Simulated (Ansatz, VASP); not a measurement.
**GaO3: VASP beside Ansatz**

File INCAR:

```
SYSTEM = GaO3
ALGO     = Normal         ! electronic algorithm
EDIFF    = 1E-7           ! SCF threshold, eV
ENCUT    = 520            ! plane-wave cutoff, eV
GGA      = PE             ! functional
ISIF     = 2              ! what is computed and relaxed
ISMEAR   = 0              ! smearing method
LASPH    = .True.         ! aspherical terms in the spheres
LCHARG   = .False.        ! write CHGCAR
LREAL    = .False.        ! projectors in reciprocal space
LWAVE    = .False.        ! write WAVECAR
NBANDS   = 24             ! bands
NELM     = 100            ! most SCF steps
PREC     = Accurate       ! precision mode
SIGMA    = 0.1            ! smearing width, eV
```

Contents of KPOINTS:

```
k-points
0
Gamma
  6 6 6
  0 0 0
```

The input POSCAR:

```
GaO3
1.0
   -2.3556699200      2.3556699200      2.3556699200
    2.3556699200     -2.3556699200      2.3556699200
    2.3556699200      2.3556699200     -2.3556699200
Ga O
1 3
Direct
    0.0000000000      0.0000000000      0.0000000000
    0.0000000000      0.5000000000      0.5000000000
    0.5000000000      0.0000000000      0.5000000000
    0.5000000000      0.5000000000      0.0000000000
```

Input for Ansatz:

```yaml
crystal:
  lattice:
    - [-2.35566992, 2.35566992, 2.35566992]
    - [2.35566992, -2.35566992, 2.35566992]
    - [2.35566992, 2.35566992, -2.35566992]
  atoms:
    - { symbol: Ga, position: [0.0, 0.0, 0.0] }
    - { symbol: O, position: [0.0, 0.5, 0.5] }
    - { symbol: O, position: [0.5, 0.0, 0.5] }
    - { symbol: O, position: [0.5, 0.5, 0.0] }
basis:
  ecutwfc: 420
kpoints:
  mp_grid: { grid: [6, 6, 6] }
hamiltonian:
  xc: pbe
scf:
  occupations: { method: gaussian, width: 0.1 }
  lower_state_search: "off"
output:
  forces: true
  stress: true
  eigenvalues: true
```

Alike in both runs: task single point; functional PBE; k mesh 6 × 6 × 6; occupations gaussian, width 0.1 eV; no spin polarisation.

|  | VASP | Ansatz |
| --- | --- | --- |
| version | VASP 6.6.1 | Ansatz 0.2.0 |
| potentials or method | VASP PAW PBE potentials, release 64 (Ga_d, O), cutoff 520 eV | scalar-relativistic, plane waves, PAW |
| valence electrons in the cell | 31 | 31 |

```tsv
	VASP	Ansatz	Ansatz less VASP
gap on the k mesh at the Fermi level (eV)	none	none	-
pressure (GPa)	-27.6	-27.6	+0.01
```

A gap of «none» marks a metal or a gap that the smearing closes. With one functional, cell and mesh, what is left measures potentials, basis and numerics.
